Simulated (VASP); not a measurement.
Set up this calculation in VASP 6.6.1, as the native input.

```yaml
Task: single point
Functional: PBEsol
Potentials_or_basis: VASP PAW PBE potentials, release 64 (W_sv, C)
Cutoff: 520 eV
k_mesh: 24 × 24 × 24
Occupations: gaussian, width 0.15 eV
Spin: no spin polarisation
Dipole_correction: no
Further_INCAR_settings: ALGO = Normal; EDIFF = 1e-06; NBANDS = 16
```

The structure of WC lies in POSCAR:

```
WC
1.0
    0.0000000000      2.1726853743      2.1726853743
    2.2378659355      0.0000000000      2.1726853743
    2.2378659355      2.1726853743      0.0000000000
W C
1 1
Direct
    0.0000000000      0.0000000000      0.0000000000
    0.5000000000      0.5000000000      0.5000000000
```

This cell differs from its parent crystal: strain +0.0300 x Voigt [1, 0, 0, 0, 0, 0].

The input as run:

INCAR

```
PREC = Accurate
ENCUT = 520
EDIFF = 1E-6
ISMEAR = 0
SIGMA = 0.15
LREAL = F
LASPH = T
NELM = 80
ALGO = Normal
ISIF = 2
LWAVE = F
LCHARG = F
GGA = PS
NBANDS = 16
```

KPOINTS

```
Automatic mesh
0
Gamma
  24 24 24
```

Potentials or basis: VASP PAW PBE potentials, release 64 (W_sv, C).

Launch:

```console
$ cat potpaw_PBE.64/W_sv/POTCAR potpaw_PBE.64/C/POTCAR > POTCAR
$ mpirun -np 1 vasp_std > vasp.out
```

It gave:

| Item | Value |
| --- | --- |
| Pressure | -9.1 GPa |
| Band gap on the k mesh | zero (bands 9 and 10 overlap by 3.02 eV) |

Caveat: the cell differs from its parent crystal (strain +0.0300 x Voigt [1, 0, 0, 0, 0, 0]); the cell stands under tension; the PAW data sets were made with another functional, which shifts forces and pressure a little; spin-orbit coupling is left out, which moves the levels of the heavy elements.

Run time: 78 s on 1 thread of Intel(R) Xeon(R) 6975P-C (Granite Rapids), on a shared host, peak memory 0.45 GiB.
